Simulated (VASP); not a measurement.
# WC (Fm-3m) in VASP: notebook, part 2 of 3

VASP 6.6.1. Earlier steps stand in the parts before.

**3. Single point, PBE+D3(BJ)**

This run uses another cell than the first one, of 10.29 Å³/atom, 0.976 times its volume.

File INCAR:

```
SYSTEM = WC
  PREC = Accurate
  ENCUT = 520
  EDIFF = 1E-7
  ISMEAR = -1
  SIGMA = 0.05
  LREAL = .FALSE.
  LASPH = .TRUE.
  NELM = 60
  ALGO = Normal
  ISIF = 2
  LWAVE = .FALSE.
  LCHARG = .FALSE.
  GGA = PE
  IVDW = 12
  NBANDS = 16
```

File KPOINTS:

```
Automatic mesh
0
G
  10 10 10
  0 0 0
```

File POSCAR:

```
WC
1.0
    0.0000000000      2.1752556356      2.1752556356
    2.1752556356      0.0000000000      2.1752556356
    2.1752556356      2.1752556356      0.0000000000
W C
1 1
Direct
    0.0000000000      0.0000000000      0.0000000000
    0.5000000000      0.5000000000      0.5000000000
```

Potentials or basis: VASP PAW PBE potentials, release 64 (W_sv, C).

Command:

```bash
$ cat potpaw_PBE.64/W_sv/POTCAR potpaw_PBE.64/C/POTCAR > POTCAR
$ mpirun -np 1 vasp_std > vasp.out
```

OUTCAR:

```text
SYSTEM = WC
   PREC = Accurate
   ENCUT = 520
   EDIFF = 1E-7
   ISMEAR = -1
   LREAL = .FALSE.
   LASPH = .TRUE.
   NELM = 60
   ISIF = 2
   GGA = PE
   IVDW = 12
 IVDW          = 12

 ion  position               nearest neighbor table
   1  0.000  0.000  0.000-   2 2.18   2 2.18   2 2.18   2 2.18   2 2.18   2 2.18
   2  0.500  0.500  0.500-   1 2.18   1 2.18   1 2.18   1 2.18   1 2.18   1 2.18

  LATTYP: Found a face centered cubic cell.
 ALAT       =     4.3505112712

  Lattice vectors:

 A1 = (   0.0000000000,   2.1752556356,   2.1752556356)
 A2 = (   2.1752556356,   0.0000000000,   2.1752556356)
 A3 = (   2.1752556356,   2.1752556356,   0.0000000000)

Analysis of symmetry for initial positions (statically):
=====================================================================
 Subroutine PRICEL returns:
 Original cell was already a primitive cell.

 Routine SETGRP: Setting up the symmetry group for a
 face centered cubic supercell.

 Subroutine GETGRP returns: Found 48 space group operations
 (whereof 48 operations were pure point group operations)
 out of a pool of 48 trial point group operations.

The static configuration has the point symmetry O_h .

Analysis of symmetry for dynamics (positions and initial velocities):
=====================================================================
 Subroutine PRICEL returns:
 Original cell was already a primitive cell.

 Routine SETGRP: Setting up the symmetry group for a
 face centered cubic supercell.

 Subroutine GETGRP returns: Found 48 space group operations
 (whereof 48 operations were pure point group operations)
 out of a pool of 48 trial point group operations.

The dynamic configuration has the point symmetry O_h .

 Subroutine INISYM returns: Found 48 space group operations
 (whereof 48 operations are pure point group operations),
 and found     1 'primitive' translations

----------------------------------------------------------------------------------------

                                     Primitive cell

  volume of cell :      20.5855

  direct lattice vectors                    reciprocal lattice vectors
     0.000000000  2.175255636  2.175255636    -0.229858041  0.229858041  0.229858041
     2.175255636  0.000000000  2.175255636     0.229858041 -0.229858041  0.229858041
     2.175255636  2.175255636  0.000000000     0.229858041  0.229858041 -0.229858041

  length of vectors
     3.076276021  3.076276021  3.076276021     0.398125806  0.398125806  0.398125806

  position of ions in fractional coordinates (direct lattice)
     0.000000000  0.000000000  0.000000000
     0.500000000  0.500000000  0.500000000

  ion indices of the primitive-cell ions
   primitive index   ion index
                 1           1
                 2           2

----------------------------------------------------------------------------------------

 KPOINTS: Automatic mesh

Automatic generation of k-mesh.
 Grid dimensions read from file:
 generate k-points for:   10   10   10

 Generating k-lattice:

  Cartesian coordinates                     Fractional coordinates (reciprocal lattice)
    -0.022985804  0.022985804  0.022985804     0.100000000  0.000000000  0.000000000
     0.022985804 -0.022985804  0.022985804     0.000000000  0.100000000  0.000000000
     0.022985804  0.022985804 -0.022985804     0.000000000  0.000000000  0.100000000

  Length of vectors
     0.039812581  0.039812581  0.039812581

  Shift w.r.t. Gamma in fractional coordinates (k-lattice)
     0.000000000  0.000000000  0.000000000

 Subroutine IBZKPT returns following result:
 ===========================================

 Found     47 irreducible k-points:

 Following reciprocal coordinates:
            Coordinates               Weight
  0.000000  0.000000  0.000000      1.000000
  0.100000  0.000000  0.000000      8.000000
  0.200000  0.000000  0.000000      8.000000
  0.300000  0.000000  0.000000      8.000000
  0.400000  0.000000  0.000000      8.000000
  0.500000  0.000000  0.000000      4.000000
[... 16 lines left out ...]
  0.300000  0.300000  0.000000      6.000000
  0.400000  0.300000  0.000000     24.000000
 [... further k-points ...]
   k-points           NKPTS =     47   k-points in BZ     NKDIM =     47   number of bands    NBANDS=     16
   number of dos      NEDOS =    301   number of ions     NIONS =      2
   total plane-waves  NPLWV =  13824
   dimension x,y,z NGX =    24 NGY =   24 NGZ =   24
   dimension x,y,z NGXF=    48 NGYF=   48 NGZF=   48
   ions per type =               1   1
   NGX,Y,Z   is equivalent  to a cutoff of  12.97, 12.97, 12.97 a.u.
   NGXF,Y,Z  is equivalent  to a cutoff of  25.94, 25.94, 25.94 a.u.
 SYSTEM =  WC
   PREC   = accura    normal or accurate (medium, high low for compatibility)
   ISTART =      0    job   : 0-new  1-cont  2-samecut
   ICHARG =      2    charge: 1-file 2-atom 10-const
   ISPIN  =      1    spin polarized calculation?
   LNONCOLLINEAR =      F non collinear calculations
   LSORBIT =      F    spin-orbit coupling
   LASPH  =      T    aspherical Exc in radial PAW
   ENCUT  =  520.0 eV  38.22 Ry    6.18 a.u.   5.72  5.72  5.72*2*pi/ulx,y,z
   NELM   =     60;   NELMIN=  2; NELMDL= -5     # of ELM steps
   EDIFF  = 0.1E-06   stopping-criterion for ELM
   LREAL  =      F    real-space projection
   EDIFFG = 0.1E-05   stopping-criterion for IOM
   NSW    =      0    number of steps for IOM
   IBRION =     -1    ionic relax: 0-MD 1-quasi-New 2-CG
   NFREE  =      0    steps in history (QN), initial steepest desc. (CG)
   ISIF   =      2    stress and relaxation
   ISYM   =      2    0-nonsym 1-usesym 2-fastsym
   POTIM  = 0.5000    time-step for ionic-motion
   TEBEG  =    0.0;   TEEND  =   0.0 temperature during run
   PSTRESS=    0.0 pullay stress
   NELECT =      18.0000    total number of electrons
   NUPDOWN=      -1.0000    fix difference up-down
   EMIN   =  10.00;   EMAX   =-10.00  energy-range for DOS
   EFERMI =   0.00;   METHOD = LEGACY
   ISMEAR =    -1;   SIGMA  =   0.05  broadening in eV -4-tet -1-fermi 0-gaus
   EFERMI_NEDOS =   21; number of points for ismear=-14 and -15
   IALGO  =     38    algorithm
   IMIX   =      4    mixing-type and parameters
     AMIX     =   0.40;   BMIX     =  1.00
     AMIX_MAG =   1.60;   BMIX_MAG =  1.00
  volume/ion in A,a.u.               =      10.29        69.46
  Fermi-wavevector in a.u.,A,eV,Ry     =   1.565472  2.958314 33.343842  2.450703
  Thomas-Fermi vector in A             =   2.667943
   LORBIT       =      0    0 simple, 1 ext, 2 COOP (PROOUT), +10 PAW based schemes
   GGA     = PE    functional components
   LHFCALC =     F    Hartree Fock is set to
   AEXX    =    0.0000 exact exchange contribution
   IVDW    =    12    specifies the selected vdW correction
   LEPSILON=     F    determine dielectric tensor
   LRPA    =     F    only Hartree local field effects (RPA)
 non-spin polarized calculation
  energy-cutoff  :      520.00
  volume of cell :       20.59
 maximum number of plane-waves:       568
   NGX = 11   NGY = 11   NGZ = 11

 number of electron      18.0000000 magnetization

 Free energy of the ion-electron system (eV)
  ---------------------------------------------------
  ext. energy  EPLUGINS =         0.00000000
  ---------------------------------------------------
  free energy    TOTEN  =       -21.55948452 eV

  energy without entropy =      -21.55315057  energy(sigma->0) =      -21.55631755

 E-fermi :  12.8239     XC(G=0): -13.8487

 val. band max:       12.7350279867   @ k =   0.3000   0.2000   0.1000
 cond. band min:      12.8407957907   @ k =  -0.1000   0.1000   0.0000
 fundamental gap:      0.1057678040
 Fermi energy:        12.8239499640

 k-point     1 :       0.0000    0.0000    0.0000
  band No.  band energies     occupation
      1     -62.6471      2.00000
      2     -26.6390      2.00000
      3     -26.6390      2.00000
      4     -26.6390      2.00000
      5      -3.2464      2.00000
      6       9.9391      2.00000
[... 8 lines left out ...]
     15      22.4256      0.00000
     16      36.3917      0.00000
[... 419 lines left out ...]
 k-point    24 :       0.4000    0.3000    0.0000
  band No.  band energies     occupation
      1     -62.6026      2.00000
      2     -27.1096      2.00000
      3     -26.8321      2.00000
      4     -26.8126      2.00000
      5      -0.7612      2.00000
      6       5.5805      2.00000
[... 8 lines left out ...]
     15      24.7023      0.00000
     16      28.4223      0.00000

 [... further k-points ...]

------------------------ aborting loop because EDIFF is reached ----------------------------------------

 Edisp (eV)   -0.93229

 E8    (eV) :    -0.4277

  FORCE on cell =-STRESS in cart. coord.  units (eV):
  Direction    XX          YY          ZZ          XY          YZ          ZX
  --------------------------------------------------------------------------------------
  -------------------------------------------------------------------------------------
  Total       0.12737     0.12737     0.12737     0.00000    -0.00000     0.00000
  in kB       9.91288     9.91288     9.91288     0.00000    -0.00000     0.00000
  external pressure =        9.91 kB  Pullay stress =        0.00 kB

 VOLUME and BASIS-vectors are now :
 -----------------------------------------------------------------------------
  energy-cutoff  :      520.00
  volume of cell :       20.59
      direct lattice vectors                 reciprocal lattice vectors
     0.000000000  2.175255636  2.175255636    -0.229858041  0.229858041  0.229858041
     2.175255636  0.000000000  2.175255636     0.229858041 -0.229858041  0.229858041
     2.175255636  2.175255636  0.000000000     0.229858041  0.229858041 -0.229858041

 POSITION                                       TOTAL-FORCE (eV/Angst)
 -----------------------------------------------------------------------------------
      0.00000      0.00000      0.00000         0.000000      0.000000      0.000000
      2.17526      2.17526      2.17526         0.000000      0.000000      0.000000
 -----------------------------------------------------------------------------------
    total drift:                                0.000000     -0.000000     -0.000000

  FREE ENERGIE OF THE ION-ELECTRON SYSTEM (eV)
  ---------------------------------------------------
  free  energy   TOTEN  =       -22.4917775230 eV

  energy  without entropy=      -22.4854435725  energy(sigma->0) =      -22.48861055
```

OSZICAR:

```text
N       E                     dE             d eps       ncg     rms          rms(c)
DAV:   1     0.109095086986E+03    0.10910E+03   -0.94932E+03  1504   0.125E+03
DAV:   2    -0.218845571631E+02   -0.13098E+03   -0.12628E+03  1840   0.336E+02
DAV:   3    -0.250399588218E+02   -0.31554E+01   -0.31476E+01  1608   0.493E+01
DAV:   4    -0.250554312748E+02   -0.15472E-01   -0.15472E-01  1944   0.396E+00
DAV:   5    -0.250555486253E+02   -0.11735E-03   -0.11735E-03  1608   0.319E-01    0.322E+01
DAV:   6    -0.216551431513E+02    0.34004E+01   -0.85128E+00  1848   0.278E+01    0.833E+00
DAV:   7    -0.215874228905E+02    0.67720E-01   -0.46931E-01  1536   0.549E+00    0.667E+00
DAV:   8    -0.215615114360E+02    0.25911E-01   -0.68197E-02  1664   0.222E+00    0.156E+00
DAV:   9    -0.215595327708E+02    0.19787E-02   -0.34124E-03  1648   0.484E-01    0.116E-01
DAV:  10    -0.215594860584E+02    0.46712E-04   -0.32375E-04  1816   0.199E-01    0.728E-02
DAV:  11    -0.215594857862E+02    0.27220E-06   -0.18671E-05  1728   0.381E-02    0.244E-02
DAV:  12    -0.215594845421E+02    0.12441E-05   -0.33496E-06  1696   0.176E-02    0.140E-03
DAV:  13    -0.215594845222E+02    0.19919E-07   -0.73791E-08  1384   0.230E-03
   1 F= -.22491778E+02 E0= -.22488611E+02  d E =-.633395E-02
```

Wall time 7.6 s (1 thread of Intel Xeon Platinum 8559C (Emerald Rapids), shared host); peak memory 0.16 GiB.

Results:

```
Free energy                : -22.4918 eV
Pressure                   : 1.0 GPa
Band gap on the k mesh     : zero (band 9 reaches 13.87 eV, above the bottom of band 10 at 10.57 eV)
Dispersion energy per atom : -0.466 eV
```

Levels at points of the mesh, in eV from the Fermi level:
```tsv
k point	band 6	band 7	band 8	band 9	band 10	band 11	band 12	band 13
(0.00, 0.00, 0.00)	-2.88	-2.88	-2.88	-1.17	-1.17	-1.17	-1.03	-1.03
(0.50, 0.00, 0.00)	-10.05	-6.80	-6.80	1.05	1.05	2.38	4.90	8.99
(0.50, 0.50, 0.00)	-6.00	-5.71	-2.60	-2.60	0.85	2.32	2.32	5.63
```

Caveat: spin-orbit coupling is left out, which moves the levels of the heavy elements; pairwise dispersion overbinds metals, which lowers pressure and volume.

(Continued in part 3 of 3.)
